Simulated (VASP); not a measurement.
A run of VASP 6.6.1 is set up as follows.

File INCAR:

```
PREC = Accurate ; ENCUT = 520
EDIFF = 1E-7 ; ISMEAR = -1
SIGMA = 0.05 ; LREAL = False
LASPH = True ; NELM = 100
ALGO = Normal ; ISIF = 2
LWAVE = False ; LCHARG = True
GGA = PE ; LELF = True
LVHAR = True ; NBANDS = 20
```

File KPOINTS:

```
regular mesh
0
Gamma
  17 17 9
```

File POSCAR:

```
Mn
1.0
    2.1844606730      0.0000000000      0.0000000000
   -1.0922303365      1.8917984364      0.0000000000
    0.0000000000      0.0000000000      3.5232477067
Mn
2
Direct
    0.3333333333      0.6666666667      0.2500000000
    0.6666666667      0.3333333333      0.7500000000
```

Potentials or basis: VASP PAW PBE potentials, release 64 (Mn_pv).

The run is started by

```bash
$ cat potpaw_PBE.64/Mn_pv/POTCAR > POTCAR
$ mpirun -np 1 vasp_std > vasp.out
```

(1) Predict the band gap on the k mesh.

(2) What does it give for the pressure?

Answers

(1) zero (band 13 reaches 18.56 eV, above the bottom of band 14 at 15.14 eV).

(2) 251.5 GPa.

Caveat: the run has no spin polarisation, though such a crystal can be magnetic.
